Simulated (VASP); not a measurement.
# TbBe2H2 (P6/mmm) in VASP: a series of runs

Runs on TbBe2H2. Level: PBE. Tasks: single point, relaxation of cell and atoms.

Program: VASP 6.6.1. These are calculated values, not measurements. Logs are shortened: lines on timing, memory, paths and dates and some standing lists are left out, and cuts for length are marked.

## 1. The cell of the first run

Symmetry: P6/mmm, No. 191, hexagonal system. Conventional cell: a = 4.011 Å, b = 4.011 Å, c = 3.566 Å, α = 90.00°, β = 90.00°, γ = 120.00°. Within 3.1 Å of Tb (site symmetry 6/mmm) lie 6 H at 2.32 Å and 12 Be at 2.92 Å. Be (site symmetry -6m2) has 2 H at 1.78 Å and 3 Be at 2.32 Å within 2.4 Å. Within 2.4 Å of H (site symmetry -6m2) lie 2 Be at 1.78 Å and 3 H at 2.32 Å and 3 Tb at 2.32 Å.

The cell was generated, and may not be a known phase.

## 2. Single point, PBE

Contents of INCAR:

```
PREC = Accurate
ENCUT = 600
EDIFF = 1E-6
ISMEAR = 0
SIGMA = 0.1
LREAL = F
LASPH = T
NELM = 200
ALGO = Normal
ISIF = 2
LWAVE = F
LCHARG = F
GGA = PE
NBANDS = 16
GGA_COMPAT = F
LMAXMIX = 6
```

Contents of KPOINTS:

```
regular mesh
0
Gamma
  6 6 6
```

Contents of POSCAR:

```
TbBe2H2
1.0
    4.0106221392      0.0000000000      0.0000000000
   -2.0053110696      3.4733006575      0.0000000000
    0.0000000000      0.0000000000      3.5662543038
Tb Be H
1 2 2
Direct
    0.0000000000      0.0000000000      0.5000000000
    0.3333333333      0.6666666667      0.0000000000
    0.6666666667      0.3333333333      0.0000000000
    0.3333333333      0.6666666667      0.5000000000
    0.6666666667      0.3333333333      0.5000000000
```

Potentials or basis: VASP PAW PBE potentials, release 64 (Tb_3, Be, H), 4f in core.

Started as:

```
> cat potpaw_PBE.64/Tb_3/POTCAR potpaw_PBE.64/Be/POTCAR potpaw_PBE.64/H/POTCAR > POTCAR
> mpirun -np 1 vasp_std > vasp.out
```

OUTCAR:

```text
PREC = Accurate
   ENCUT = 600
   EDIFF = 1E-6
   ISMEAR = 0
   LREAL = F
   LASPH = T
   NELM = 200
   ISIF = 2
   GGA = PE

 ion  position               nearest neighbor table
   1  0.000  0.000  0.500-   4 2.32   5 2.32   4 2.32   5 2.32   5 2.32   4 2.32   2 2.92   3 2.92
                             2 2.92   3 2.92   3 2.92   2 2.92   3 2.92   2 2.92   3 2.92   2 2.92
   2  0.333  0.667  0.000-   3 2.32   3 2.32   3 2.32   1 2.92   1 2.92   1 2.92   1 2.92   1 2.92
                             1 2.92
   3  0.667  0.333  0.000-   2 2.32   2 2.32   2 2.32   1 2.92   1 2.92   1 2.92   1 2.92   1 2.92
                             1 2.92
   4  0.333  0.667  0.500-   1 2.32   1 2.32   1 2.32
   5  0.667  0.333  0.500-   1 2.32   1 2.32   1 2.32

  LATTYP: Found a hexagonal cell.
 ALAT       =     4.0106221392
 C/A-ratio  =     0.8892022684

  Lattice vectors:

 A1 = (   4.0106221392,   0.0000000000,   0.0000000000)
 A2 = (  -2.0053110696,   3.4733006575,   0.0000000000)
 A3 = (   0.0000000000,   0.0000000000,   3.5662543038)

Analysis of symmetry for initial positions (statically):
=====================================================================
 Subroutine PRICEL returns:
 Original cell was already a primitive cell.

 Routine SETGRP: Setting up the symmetry group for a
 hexagonal supercell.

 Subroutine GETGRP returns: Found 24 space group operations
 (whereof 24 operations were pure point group operations)
 out of a pool of 24 trial point group operations.

The static configuration has the point symmetry D_6h.

Analysis of symmetry for dynamics (positions and initial velocities):
=====================================================================
 Subroutine PRICEL returns:
 Original cell was already a primitive cell.

 Routine SETGRP: Setting up the symmetry group for a
 hexagonal supercell.

 Subroutine GETGRP returns: Found 24 space group operations
 (whereof 24 operations were pure point group operations)
 out of a pool of 24 trial point group operations.

The dynamic configuration has the point symmetry D_6h.

 Subroutine INISYM returns: Found 24 space group operations
 (whereof 24 operations are pure point group operations),
 and found     1 'primitive' translations

----------------------------------------------------------------------------------------

                                     Primitive cell

  volume of cell :      49.6783

  direct lattice vectors                    reciprocal lattice vectors
     4.010622139  0.000000000  0.000000000     0.249337875  0.143955289  0.000000000
    -2.005311070  3.473300657  0.000000000     0.000000000  0.287910578  0.000000000
     0.000000000  0.000000000  3.566254304     0.000000000  0.000000000  0.280406251

  length of vectors
     4.010622139  4.010622139  3.566254304     0.287910578  0.287910578  0.280406251

  position of ions in fractional coordinates (direct lattice)
     0.000000000  0.000000000  0.500000000
     0.333333333  0.666666667  0.000000000
     0.666666667  0.333333333  0.000000000
     0.333333333  0.666666667  0.500000000
     0.666666667  0.333333333  0.500000000

  ion indices of the primitive-cell ions
   primitive index   ion index
                 1           1
                 2           2
                 3           3
                 4           4
                 5           5

----------------------------------------------------------------------------------------

 KPOINTS: regular mesh

Automatic generation of k-mesh.
 Grid dimensions read from file:
 generate k-points for:    6    6    6

 Generating k-lattice:

  Cartesian coordinates                     Fractional coordinates (reciprocal lattice)
     0.041556312  0.023992548  0.000000000     0.166666667  0.000000000  0.000000000
     0.000000000  0.047985096  0.000000000     0.000000000  0.166666667  0.000000000
     0.000000000  0.000000000  0.046734375     0.000000000  0.000000000  0.166666667

  Length of vectors
     0.047985096  0.047985096  0.046734375

  Shift w.r.t. Gamma in fractional coordinates (k-lattice)
     0.000000000  0.000000000  0.000000000

 Subroutine IBZKPT returns following result:
 ===========================================

 Found     28 irreducible k-points:

 Following reciprocal coordinates:
            Coordinates               Weight
  0.000000  0.000000  0.000000      1.000000
  0.166667  0.000000  0.000000      6.000000
  0.333333  0.000000  0.000000      6.000000
  0.500000  0.000000  0.000000      3.000000
  0.166667  0.166667  0.000000      6.000000
  0.333333  0.166667  0.000000     12.000000
[... 16 lines left out ...]
  0.166667  0.000000  0.500000      6.000000
  0.333333  0.000000  0.500000      6.000000
 [... further k-points ...]
   k-points           NKPTS =     28   k-points in BZ     NKDIM =     28   number of bands    NBANDS=     16
   number of dos      NEDOS =    301   number of ions     NIONS =      5
   total plane-waves  NPLWV =  28672
   dimension x,y,z NGX =    32 NGY =   32 NGZ =   28
   dimension x,y,z NGXF=    64 NGYF=   64 NGZF=   56
   ions per type =               1   2   2
   NGX,Y,Z   is equivalent  to a cutoff of  13.26, 13.26, 13.05 a.u.
   NGXF,Y,Z  is equivalent  to a cutoff of  26.53, 26.53, 26.11 a.u.
 SYSTEM =  unknown system
   PREC   = accura    normal or accurate (medium, high low for compatibility)
   ISTART =      0    job   : 0-new  1-cont  2-samecut
   ICHARG =      2    charge: 1-file 2-atom 10-const
   ISPIN  =      1    spin polarized calculation?
   LNONCOLLINEAR =      F non collinear calculations
   LSORBIT =      F    spin-orbit coupling
   LASPH  =      T    aspherical Exc in radial PAW
   ENCUT  =  600.0 eV  44.10 Ry    6.64 a.u.   8.01  8.01  7.12*2*pi/ulx,y,z
   NELM   =    200;   NELMIN=  2; NELMDL= -5     # of ELM steps
   EDIFF  = 0.1E-05   stopping-criterion for ELM
   LREAL  =      F    real-space projection
   EDIFFG = 0.1E-04   stopping-criterion for IOM
   NSW    =      0    number of steps for IOM
   IBRION =     -1    ionic relax: 0-MD 1-quasi-New 2-CG
   NFREE  =      0    steps in history (QN), initial steepest desc. (CG)
   ISIF   =      2    stress and relaxation
   ISYM   =      2    0-nonsym 1-usesym 2-fastsym
   POTIM  = 0.5000    time-step for ionic-motion
   TEBEG  =    0.0;   TEEND  =   0.0 temperature during run
   PSTRESS=    0.0 pullay stress
   NELECT =      15.0000    total number of electrons
   NUPDOWN=      -1.0000    fix difference up-down
   EMIN   =  10.00;   EMAX   =-10.00  energy-range for DOS
   EFERMI =   0.00;   METHOD = LEGACY
   ISMEAR =     0;   SIGMA  =   0.10  broadening in eV -4-tet -1-fermi 0-gaus
   EFERMI_NEDOS =   21; number of points for ismear=-14 and -15
   IALGO  =     38    algorithm
   IMIX   =      4    mixing-type and parameters
     AMIX     =   0.40;   BMIX     =  1.00
     AMIX_MAG =   1.60;   BMIX_MAG =  1.00
  volume/ion in A,a.u.               =       9.94        67.05
  Fermi-wavevector in a.u.,A,eV,Ry     =   1.098289  2.075464 16.411860  1.206238
  Thomas-Fermi vector in A             =   2.234663
   LORBIT       =      0    0 simple, 1 ext, 2 COOP (PROOUT), +10 PAW based schemes
   GGA     = PE    functional components
   LHFCALC =     F    Hartree Fock is set to
   AEXX    =    0.0000 exact exchange contribution
   IVDW    =     0    specifies the selected vdW correction
   LEPSILON=     F    determine dielectric tensor
   LRPA    =     F    only Hartree local field effects (RPA)
 non-spin polarized calculation
 Gauss-broadening in eV      SIGMA  =   0.10
  energy-cutoff  :      600.00
  volume of cell :       49.68
 maximum number of plane-waves:      1671
   NGX = 17   NGY = 17   NGZ = 15

 number of electron      15.0000002 magnetization

 Free energy of the ion-electron system (eV)
  ---------------------------------------------------
  ext. energy  EPLUGINS =         0.00000000
  ---------------------------------------------------
  free energy    TOTEN  =       -19.94653010 eV

  energy without entropy =      -19.94026013  energy(sigma->0) =      -19.94339511

 E-fermi :   3.9642     XC(G=0): -10.5796

 val. band max:        3.9573340849   @ k =   0.1667   0.0000   0.3333
 cond. band min:       4.0604681409   @ k =   0.1667   0.0000   0.5000
 fundamental gap:      0.1031340559
 Fermi energy:         3.9641554221

 k-point     1 :       0.0000    0.0000    0.0000
  band No.  band energies     occupation
      1     -17.5872      2.00000
      2     -17.5872      2.00000
      3     -17.2713      2.00000
      4      -5.1441      2.00000
      5       1.7891      2.00000
      6       2.2725      2.00000
[... 8 lines left out ...]
     15      11.1602      0.00000
     16      11.6176      0.00000

 k-point     2 :       0.1667    0.0000    0.0000
  band No.  band energies     occupation
      1     -17.6687      2.00000
      2     -17.6027      2.00000
      3     -17.2635      2.00000
      4      -4.6964      2.00000
      5       0.2401      2.00000
      6       2.4129      2.00000
[... 8 lines left out ...]
     15      11.3892      0.00000
     16      12.2328      0.00000

 k-point     3 :       0.3333    0.0000    0.0000
  band No.  band energies     occupation
      1     -17.8249      2.00000
      2     -17.6336      2.00000
      3     -17.2479      2.00000
      4      -3.5815      2.00000
      5      -1.2015      2.00000
      6       2.4751      2.00000
[... 8 lines left out ...]
     15      12.5413      0.00000
     16      12.6360      0.00000

 k-point     4 :       0.5000    0.0000    0.0000
  band No.  band energies     occupation
      1     -17.9000      2.00000
      2     -17.6489      2.00000
      3     -17.2401      2.00000
      4      -2.5302      2.00000
      5      -2.1228      2.00000
      6       2.2439      2.00000
[... 8 lines left out ...]
     15      13.1019      0.00000
     16      14.0799      0.00000

 k-point     5 :       0.1667    0.1667    0.0000
  band No.  band energies     occupation
      1     -17.7711      2.00000
      2     -17.6422      2.00000
      3     -17.2518      2.00000
      4      -3.9049      2.00000
      5      -0.8311      2.00000
      6       2.3632      2.00000
[... 8 lines left out ...]
     15      11.2263      0.00000
     16      13.0412      0.00000

 k-point     6 :       0.3333    0.1667    0.0000
  band No.  band energies     occupation
      1     -17.8589      2.00000
      2     -17.6926      2.00000
      3     -17.2401      2.00000
      4      -2.7213      2.00000
      5      -1.7460      2.00000
      6       1.7796      2.00000
[... 8 lines left out ...]
     15      13.1499      0.00000
     16      13.2165      0.00000
[... 267 lines left out ...]
 k-point    21 :       0.3333    0.3333    0.3333
  band No.  band energies     occupation
      1     -17.7537      2.00000
      2     -17.7537      2.00000
      3     -17.5508      2.00000
      4      -1.5372      2.00000
      5      -1.5372      2.00000
      6       1.3315      2.00000
[... 8 lines left out ...]
     15      12.8410      0.00000
     16      12.8410      0.00000

 k-point    22 :       0.0000    0.0000    0.5000
  band No.  band energies     occupation
      1     -17.7050      2.00000
      2     -17.5403      2.00000
      3     -17.5403      2.00000
      4      -3.9944      2.00000
      5      -0.1455      2.00000
      6       1.6495      2.00000
[... 8 lines left out ...]
     15      14.3751      0.00000
     16      16.1086      0.00000

 k-point    23 :       0.1667    0.0000    0.5000
  band No.  band energies     occupation
      1     -17.6931      2.00000
      2     -17.6168      2.00000
      3     -17.5542      2.00000
      4      -3.5331      2.00000
      5      -0.1645      2.00000
      6       0.6413      2.00000
[... 8 lines left out ...]
     15      14.2004      0.00000
     16      14.2262      0.00000

 k-point    24 :       0.3333    0.0000    0.5000
  band No.  band energies     occupation
      1     -17.7638      2.00000
      2     -17.6691      2.00000
      3     -17.5817      2.00000
      4      -2.4433      2.00000
      5      -0.5646      2.00000
      6      -0.1867      2.00000
[... 8 lines left out ...]
     15      13.1174      0.00000
     16      13.2809      0.00000

 [... further k-points ...]

------------------------ aborting loop because EDIFF is reached ----------------------------------------

  FORCE on cell =-STRESS in cart. coord.  units (eV):
  Direction    XX          YY          ZZ          XY          YZ          ZX
  --------------------------------------------------------------------------------------
  -------------------------------------------------------------------------------------
  Total       -0.0071059     -0.0071059      0.0151608      0.0000000      0.0000000      0.0000000
  in kB       -0.2291741     -0.2291741      0.4889525      0.0000000      0.0000000      0.0000000
  external PRESSURE =       0.0102014 kB  Pullay stress =       0.0000000 kB

 VOLUME and BASIS-vectors are now :
 -----------------------------------------------------------------------------
  energy-cutoff  :      600.00
  volume of cell :       49.68
      direct lattice vectors                 reciprocal lattice vectors
     4.010622139  0.000000000  0.000000000     0.249337875  0.143955289  0.000000000
    -2.005311070  3.473300657  0.000000000     0.000000000  0.287910578  0.000000000
     0.000000000  0.000000000  3.566254304     0.000000000  0.000000000  0.280406251

 POSITION                                       TOTAL-FORCE (eV/Angst)
 -----------------------------------------------------------------------------------
      0.00000      0.00000      1.78313         0.000000      0.000000      0.000000
     -0.00000      2.31553      0.00000         0.000000      0.000000      0.000000
      2.00531      1.15777      0.00000        -0.000000      0.000000     -0.000000
     -0.00000      2.31553      1.78313        -0.000000      0.000000     -0.000000
      2.00531      1.15777      1.78313         0.000000     -0.000000      0.000000
 -----------------------------------------------------------------------------------
    total drift:                                0.000000     -0.000000      0.000000

  FREE ENERGIE OF THE ION-ELECTRON SYSTEM (eV)
  ---------------------------------------------------
  free  energy   TOTEN  =       -19.9465300991 eV

  energy  without entropy=      -19.9402601281  energy(sigma->0) =      -19.94339511
```

It took 35 s on 1 thread of Intel Xeon Platinum 8375C at 2.90GHz (Ice Lake), shared host; peak memory 0.19 GiB.

Results:

```
Free energy            : -19.9465 eV
Pressure               : 0.0 GPa
Band gap on the k mesh : zero (an odd number of electrons rules out a gap without spin polarisation)
```

Caveat: spin-orbit coupling is left out, which moves the levels of the heavy elements; the 4f electrons are frozen in the core, so they carry no moment and show no levels. Spin polarisation is off, so any magnetic state and its effect on volume and gap are missing.

## 3. Relaxation of cell and atoms, PBE

This run uses another cell than the first one, of 12.66 Å³/atom.

Contents of INCAR:

```
PREC = Accurate
ENCUT = 600
EDIFF = 1E-7
ISMEAR = 0
SIGMA = 0.1
LREAL = F
LASPH = T
NELM = 200
ALGO = Normal
ISIF = 3
LWAVE = F
LCHARG = F
GGA = PE
IBRION = 2
NSW = 90
EDIFFG = -0.04
GGA_COMPAT = F
NELMIN = 4
LMAXMIX = 6
```

Contents of KPOINTS:

```
regular mesh
0
Gamma
  6 6 4
```

Contents of POSCAR:

```
TbBe2H2
1.0
    4.3871159000      0.0000000000      0.0000000000
   -2.1935579500      3.7993538200      0.0000000000
    0.0000000000      0.0000000000      3.7987727200
Tb Be H
1 2 2
Direct
    0.0000000000      0.0000000000      0.5000000000
    0.3333333300      0.6666666700      0.0000000000
    0.6666666700      0.3333333300      0.0000000000
    0.3333333300      0.6666666700      0.5000000000
    0.6666666700      0.3333333300      0.5000000000
```

Potentials or basis: VASP PAW PBE potentials, release 64 (Tb_3, Be, H), 4f in core.

Started as:

```
> cat potpaw_PBE.64/Tb_3/POTCAR potpaw_PBE.64/Be/POTCAR potpaw_PBE.64/H/POTCAR > POTCAR
> mpirun -np 1 vasp_std > vasp.out
```

It took 94 s on 1 thread of Intel Xeon Platinum 8375C at 2.90GHz (Ice Lake), shared host; peak memory 0.21 GiB.

Results (log left out):

```
Free energy                           : -19.9929 eV
Relaxed volume                        : 9.90 Å³/atom
Relaxed cell                          : a = 4.045 Å, b = 4.045 Å, c = 3.492 Å, α = 90.00°, β = 90.00°, γ = 120.00°
Space group after relaxing (to 0.1 Å) : P6/mmm (No. 191)
Energy gained by relaxing             : 161.0 meV/atom
Ionic steps                           : 5
Pressure after relaxing               : 0.1 GPa
Band gap on the k mesh                : zero (an odd number of electrons rules out a gap without spin polarisation)
```

Stress tensor (GPa, compression positive):
```
-0.06  0.00  0.00
 0.00 -0.06  0.00
 0.00  0.00  0.41
```

The path:
```csv
step,energy change (eV),largest force (eV/Å),pressure (GPa),volume (Å³)
1,0.0000,0.0000,-15.45,63.32
2,-0.7452,0.0000,-5.57,52.77
3,-0.8034,0.0000,-0.74,49.89
4,-0.8041,0.0000,0.07,49.49
5,-0.8048,0.0000,0.10,49.48
```

Final structure:
```cif
data_structure
_symmetry_space_group_name_H-M 'P 1'
_symmetry_Int_Tables_number 1
_cell_length_a 4.0445
_cell_length_b 4.0445
_cell_length_c 3.4924
_cell_angle_alpha 90.000
_cell_angle_beta 90.000
_cell_angle_gamma 120.000
_cell_volume 49.48
loop_
_atom_site_label
_atom_site_type_symbol
_atom_site_fract_x
_atom_site_fract_y
_atom_site_fract_z
_atom_site_occupancy
Tb1 Tb 0.00000 0.00000 0.50000 1
Be1 Be 0.33333 0.66667 0.00000 1
Be2 Be 0.66667 0.33333 0.00000 1
H1 H 0.33333 0.66667 0.50000 1
H2 H 0.66667 0.33333 0.50000 1
```

Levels at points of the mesh, in eV from the Fermi level:
```tsv
k point	band 4	band 5	band 6	band 7	band 8	band 9	band 10	band 11
(0.00, 0.00, 0.00)	-9.15	-2.37	-1.50	-0.98	-0.98	2.03	5.14	5.14
(0.50, 0.00, 0.00)	-6.56	-6.20	-1.68	0.13	0.92	2.58	3.87	3.99
(0.00, 0.00, 0.50)	-7.96	-3.96	-2.51	1.19	1.19	1.56	1.56	2.10
(0.50, 0.00, 0.50)	-5.67	-5.22	-4.10	-1.57	-1.21	4.83	4.92	5.44
```

Caveat: the k points lie up to 0.45 Å⁻¹ apart in the final cell, too coarse for converged energies and pressures of a metal; the volume moved by over 15 % at a fixed basis, so the end points are rough; spin-orbit coupling is left out, which moves the levels of the heavy elements; the 4f electrons are frozen in the core, so they carry no moment and show no levels.

(Part 1 of 3 ends here.)

The gap in the log of VASP goes by the Fermi energy; the results here count the filled bands.